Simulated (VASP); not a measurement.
# C11O in VASP: single point with PBE+D3(BJ)

Aim: the single point of C11O with PBE+D3(BJ).

Everything below comes from runs of VASP 6.6.1. Logs are shortened: lines on timing, memory, paths and dates and some standing lists are left out, and cuts for length are marked.

## Step 1: The cell of the first run

The cell holds a slab with vacuum, 12 atoms: a = 3.647 Å, b = 4.269 Å, c = 23.581 Å, α = 90.00°, β = 90.00°, γ = 112.97°.

## Step 2: Single point, PBE+D3(BJ)

INCAR reads:

```
SYSTEM = C11O
  PREC = Accurate
  ENCUT = 520
  EDIFF = 1E-7
  ISMEAR = 0
  SIGMA = 0.05
  LREAL = .FALSE.
  LASPH = .TRUE.
  NELM = 100
  ALGO = Normal
  ISIF = 2
  LWAVE = .FALSE.
  LCHARG = .FALSE.
  LDIPOL = .TRUE.
  IDIPOL = 3
  DIPOL = 0.5 0.5 0.313
  GGA = PE
  IVDW = 12
  NBANDS = 37
```

KPOINTS reads:

```
Automatic mesh
0
G
  8 7 1
  0 0 0
```

POSCAR reads:

```
C11O
1.0
    3.6473242347      0.0000000000      0.0000000000
   -1.6658829406      3.9310150970      0.0000000000
    0.0000000000      0.0000000000     23.5809581735
C O
11 1
Direct
    0.5001799340      0.3333933113      0.1696283913
    0.4998200660      0.6666066887      0.1696283913
    0.5001799340      0.8333933113      0.2218942371
    0.4998200660      0.1666066887      0.2218942371
    0.5000212339      0.3353169667      0.2741412245
    0.4999787661      0.6646830333      0.2741412245
    0.5001286265      0.8366480408      0.3266192407
    0.4998713735      0.1633519592      0.3266192407
    0.4997623712      0.3544335279      0.3744953071
    0.5002376288      0.6455664721      0.3744953071
    0.9997623712      1.1044335279      0.5377626337
    0.9997623712      1.1044335279      0.4889944712
```

Potentials or basis: VASP PAW PBE potentials, release 64 (C, O).

On the command line:

```console
cat potpaw_PBE.64/C/POTCAR potpaw_PBE.64/O/POTCAR > POTCAR
mpirun -np 1 vasp_std > vasp.out
```

OUTCAR:

```text
SYSTEM = C11O
   PREC = Accurate
   ENCUT = 520
   EDIFF = 1E-7
   ISMEAR = 0
   LREAL = .FALSE.
   LASPH = .TRUE.
   NELM = 100
   ISIF = 2
   GGA = PE
   IVDW = 12
 IVDW          = 12

 ion  position               nearest neighbor table
   1  0.500  0.333  0.170-   4 1.42   2 1.42
   2  0.500  0.667  0.170-   3 1.42   1 1.42
   3  0.500  0.833  0.222-   2 1.42   4 1.42   6 1.43
   4  0.500  0.167  0.222-   1 1.42   3 1.42   5 1.43
   5  0.500  0.335  0.274-   6 1.41   4 1.43   8 1.44
   6  0.500  0.665  0.274-   5 1.41   3 1.43   7 1.44
   7  0.500  0.837  0.327-  10 1.39   8 1.40   6 1.44
   8  0.500  0.163  0.327-   9 1.39   7 1.40   5 1.44
   9  0.500  0.354  0.374-  10 1.24   8 1.39
  10  0.500  0.646  0.374-   9 1.24   7 1.39
  11  1.000  0.104  0.538-  12 1.15
  12  1.000  0.104  0.489-  11 1.15

  LATTYP: Found a simple monoclinic cell.
 ALAT       =     3.6473242347
 B/A-ratio  =     6.4652760918
 C/A-ratio  =     1.1705653965
 COS(beta)  =    -0.3901884655

  Lattice vectors:

 A1 = (   3.6473242347,   0.0000000000,   0.0000000000)
 A2 = (   0.0000000000,   0.0000000000, -23.5809581735)
 A3 = (  -1.6658829406,   3.9310150970,   0.0000000000)

Analysis of symmetry for initial positions (statically):
=====================================================================
 Subroutine PRICEL returns:
 Original cell was already a primitive cell.

 Routine SETGRP: Setting up the symmetry group for a
 simple monoclinic supercell.

 Subroutine GETGRP returns: Found  1 space group operations
 (whereof  1 operations were pure point group operations)
 out of a pool of  4 trial point group operations.

The static configuration has the point symmetry C_1 .

Analysis of symmetry for dynamics (positions and initial velocities):
=====================================================================
 Subroutine PRICEL returns:
 Original cell was already a primitive cell.

 Routine SETGRP: Setting up the symmetry group for a
 simple monoclinic supercell.

 Subroutine GETGRP returns: Found  1 space group operations
 (whereof  1 operations were pure point group operations)
 out of a pool of  4 trial point group operations.

The dynamic configuration has the point symmetry C_1 .

 Subroutine INISYM returns: Found  1 space group operations
 (whereof  1 operations are pure point group operations),
 and found     1 'primitive' translations

----------------------------------------------------------------------------------------

                                     Primitive cell

  volume of cell :     338.0964

  direct lattice vectors                    reciprocal lattice vectors
     3.647324235  0.000000000  0.000000000     0.274173596  0.116189102  0.000000000
    -1.665882941  3.931015097  0.000000000     0.000000000  0.254387219  0.000000000
     0.000000000  0.000000000 23.580958174     0.000000000  0.000000000  0.042407098

  length of vectors
     3.647324235  4.269431539 23.580958174     0.297776876  0.254387219  0.042407098

  position of ions in fractional coordinates (direct lattice)
     0.500179934  0.333393311  0.169628391
     0.499820066  0.666606689  0.169628391
     0.500179934  0.833393311  0.221894237
     0.499820066  0.166606689  0.221894237
     0.500021234  0.335316967  0.274141224
     0.499978766  0.664683033  0.274141224
     0.500128627  0.836648041  0.326619241
     0.499871373  0.163351959  0.326619241
     0.499762371  0.354433528  0.374495307
     0.500237629  0.645566472  0.374495307
     0.999762371  0.104433528  0.537762634
     0.999762371  0.104433528  0.488994471

  ion indices of the primitive-cell ions
   primitive index   ion index
                 1           1
                 2           2
                 3           3
                 4           4
                 5           5
                 6           6
                 7           7
                 8           8
                 9           9
                10          10
                11          11
                12          12

----------------------------------------------------------------------------------------

 KPOINTS: Automatic mesh

Automatic generation of k-mesh.
 Grid dimensions read from file:
 generate k-points for:    8    7    1

 Generating k-lattice:

  Cartesian coordinates                     Fractional coordinates (reciprocal lattice)
     0.034271699  0.014523638  0.000000000     0.125000000  0.000000000  0.000000000
     0.000000000  0.036341031  0.000000000     0.000000000  0.142857143  0.000000000
     0.000000000  0.000000000  0.042407098     0.000000000  0.000000000  1.000000000

  Length of vectors
     0.037222110  0.036341031  0.042407098

  Shift w.r.t. Gamma in fractional coordinates (k-lattice)
     0.000000000  0.000000000  0.000000000

 Subroutine IBZKPT returns following result:
 ===========================================

 Found     29 irreducible k-points:

 Following reciprocal coordinates:
            Coordinates               Weight
  0.000000  0.000000  0.000000      1.000000
  0.125000  0.000000  0.000000      2.000000
  0.250000  0.000000  0.000000      2.000000
  0.375000  0.000000  0.000000      2.000000
  0.500000  0.000000  0.000000      1.000000
  0.000000  0.142857  0.000000      2.000000
[... 16 lines left out ...]
  0.125000  0.428571  0.000000      2.000000
  0.250000  0.428571  0.000000      2.000000
 [... further k-points ...]
   k-points           NKPTS =     29   k-points in BZ     NKDIM =     29   number of bands    NBANDS=     37
   number of dos      NEDOS =    301   number of ions     NIONS =     12
   total plane-waves  NPLWV = 161280
   dimension x,y,z NGX =    28 NGY =   32 NGZ =  180
   dimension x,y,z NGXF=    56 NGYF=   64 NGZF=  360
   ions per type =              11   1
   NGX,Y,Z   is equivalent  to a cutoff of  12.76, 12.46, 12.69 a.u.
   NGXF,Y,Z  is equivalent  to a cutoff of  25.52, 24.92, 25.38 a.u.
 SYSTEM =  C11O
   PREC   = accura    normal or accurate (medium, high low for compatibility)
   ISTART =      0    job   : 0-new  1-cont  2-samecut
   ICHARG =      2    charge: 1-file 2-atom 10-const
   ISPIN  =      1    spin polarized calculation?
   LNONCOLLINEAR =      F non collinear calculations
   LSORBIT =      F    spin-orbit coupling
   LASPH  =      T    aspherical Exc in radial PAW
   ENCUT  =  520.0 eV  38.22 Ry    6.18 a.u.   6.78  7.94 43.84*2*pi/ulx,y,z
   NELM   =    100;   NELMIN=  2; NELMDL= -5     # of ELM steps
   EDIFF  = 0.1E-06   stopping-criterion for ELM
   LREAL  =      F    real-space projection
   EDIFFG = 0.1E-05   stopping-criterion for IOM
   NSW    =      0    number of steps for IOM
   IBRION =     -1    ionic relax: 0-MD 1-quasi-New 2-CG
   NFREE  =      0    steps in history (QN), initial steepest desc. (CG)
   ISIF   =      2    stress and relaxation
   ISYM   =      2    0-nonsym 1-usesym 2-fastsym
   POTIM  = 0.5000    time-step for ionic-motion
   TEBEG  =    0.0;   TEEND  =   0.0 temperature during run
   PSTRESS=    0.0 pullay stress
   NELECT =      50.0000    total number of electrons
   NUPDOWN=      -1.0000    fix difference up-down
   EMIN   =  10.00;   EMAX   =-10.00  energy-range for DOS
   EFERMI =   0.00;   METHOD = LEGACY
   ISMEAR =     0;   SIGMA  =   0.05  broadening in eV -4-tet -1-fermi 0-gaus
   EFERMI_NEDOS =   21; number of points for ismear=-14 and -15
   IALGO  =     38    algorithm
   IMIX   =      4    mixing-type and parameters
     AMIX     =   0.40;   BMIX     =  1.00
     AMIX_MAG =   1.60;   BMIX_MAG =  1.00
  volume/ion in A,a.u.               =      28.17       190.13
  Fermi-wavevector in a.u.,A,eV,Ry     =   0.865734  1.636001 10.197512  0.749496
  Thomas-Fermi vector in A             =   1.984021
   LORBIT       =      0    0 simple, 1 ext, 2 COOP (PROOUT), +10 PAW based schemes
   GGA     = PE    functional components
   LHFCALC =     F    Hartree Fock is set to
   AEXX    =    0.0000 exact exchange contribution
   IVDW    =    12    specifies the selected vdW correction
   LEPSILON=     F    determine dielectric tensor
   LRPA    =     F    only Hartree local field effects (RPA)
 non-spin polarized calculation
 Gauss-broadening in eV      SIGMA  =   0.05
  energy-cutoff  :      520.00
  volume of cell :      338.10
 maximum number of plane-waves:      9142
   NGX = 13   NGY = 15   NGZ = 87

 dipolmoment           0.000000      0.000000      0.012117 electrons x Angstroem

 number of electron      50.0000001 magnetization

 dipolmoment           0.000000      0.000000     -0.058056 electrons x Angstroem

 Free energy of the ion-electron system (eV)
  ---------------------------------------------------
  ext. energy  EPLUGINS =         0.00000000
  ---------------------------------------------------
  free energy    TOTEN  =       -97.27890552 eV

  energy without entropy =      -97.27569904  energy(sigma->0) =      -97.27730228

 E-fermi :  -2.9003     XC(G=0):  -4.3118

 val. band max:       -2.9133939893   @ k =   0.3750   0.4286   0.0000
 cond. band min:      -2.8986565614   @ k =  -0.1250   0.4286   0.0000
 fundamental gap:      0.0147374280
 Fermi energy:        -2.9002639651

 k-point     1 :       0.0000    0.0000    0.0000
  band No.  band energies     occupation
      1     -26.8491      2.00000
      2     -21.6210      2.00000
      3     -19.7737      2.00000
      4     -17.0659      2.00000
      5     -16.2018      2.00000
      6     -15.6002      2.00000
[... 29 lines left out ...]
     36       3.2438      0.00000
     37       4.0499      0.00000
[... 918 lines left out ...]
     36       5.2098      0.00000
     37       5.4025      0.00000

 [... further k-points ...]

------------------------ aborting loop because EDIFF is reached ----------------------------------------

 vacuum level on the upper side and lower side of the slab       (xc-potential included)        -0.366         0.351

 Edisp (eV)   -1.30003

 E8    (eV) :    -0.3797

  FORCE on cell =-STRESS in cart. coord.  units (eV):
  Direction    XX          YY          ZZ          XY          YZ          ZX
  --------------------------------------------------------------------------------------
  -------------------------------------------------------------------------------------
  Total       0.08970    -1.45224    -3.41488     0.65366    -0.05559    -0.05539
  in kB       0.42505    -6.88190   -16.18250     3.09758    -0.26345    -0.26248
  external pressure =       -7.55 kB  Pullay stress =        0.00 kB

 VOLUME and BASIS-vectors are now :
 -----------------------------------------------------------------------------
  energy-cutoff  :      520.00
  volume of cell :      338.10
      direct lattice vectors                 reciprocal lattice vectors
     3.647324235  0.000000000  0.000000000     0.274173596  0.116189102  0.000000000
    -1.665882941  3.931015097  0.000000000     0.000000000  0.254387219  0.000000000
     0.000000000  0.000000000 23.580958174     0.000000000  0.000000000  0.042407098

 POSITION                                       TOTAL-FORCE (eV/Angst)
 -----------------------------------------------------------------------------------
      1.26892      1.31057      4.00000        -2.624595      6.137551      1.134912
      0.71252      2.62044      4.00000         2.624916     -6.137113      1.134509
      0.43598      3.27608      5.23248        -0.163430      0.380162     -1.174701
      1.54546      0.65493      5.23248         0.162926     -0.382080     -1.174768
      1.26514      1.31814      6.46451         0.004470     -0.004013      0.002603
      0.71630      2.61288      6.46451        -0.007531      0.008114      0.000875
      0.43037      3.28888      7.70199         0.003885      0.018571      0.013092
      1.55107      0.64214      7.70199         0.004432     -0.026982      0.024801
      1.23235      1.39328      8.83096         0.045394     -0.017601     -0.015787
      0.74909      2.53773      8.83096        -0.029090      0.046887      0.023766
      3.47248      0.41053     12.68096         0.002446      0.001994     -0.712998
      3.47248      0.41053     11.53096        -0.023823     -0.025489      0.743696
 -----------------------------------------------------------------------------------
    total drift:                               -0.000284     -0.000222     -0.000299

  FREE ENERGIE OF THE ION-ELECTRON SYSTEM (eV)
  ---------------------------------------------------
  free  energy   TOTEN  =       -98.5789404984 eV

  energy  without entropy=      -98.5757340095  energy(sigma->0) =      -98.57733725

 vacuum level on the upper side and lower side of the slab         2.899         3.633
```

It took 4.6 min on 1 thread of Intel Xeon 6975P-C (Granite Rapids), shared host; peak memory 0.55 GiB.

Results:

- Free energy: -98.5789 eV
- Largest force: 6.771 eV/Å
- Band gap on the k mesh: zero (bands 25 and 26 overlap by 0.73 eV)
- Dispersion energy per atom: -0.108 eV

Forces in eV/Å, atoms in the order of the input:
```
C   -2.625  6.138  1.135
C    2.625 -6.137  1.135
C   -0.163  0.380 -1.175
C    0.163 -0.382 -1.175
C    0.004 -0.004  0.003
C   -0.008  0.008  0.001
C    0.004  0.019  0.013
C    0.004 -0.027  0.025
C    0.045 -0.018 -0.016
C   -0.029  0.047  0.024
C    0.002  0.002 -0.713
O   -0.024 -0.025  0.744
```
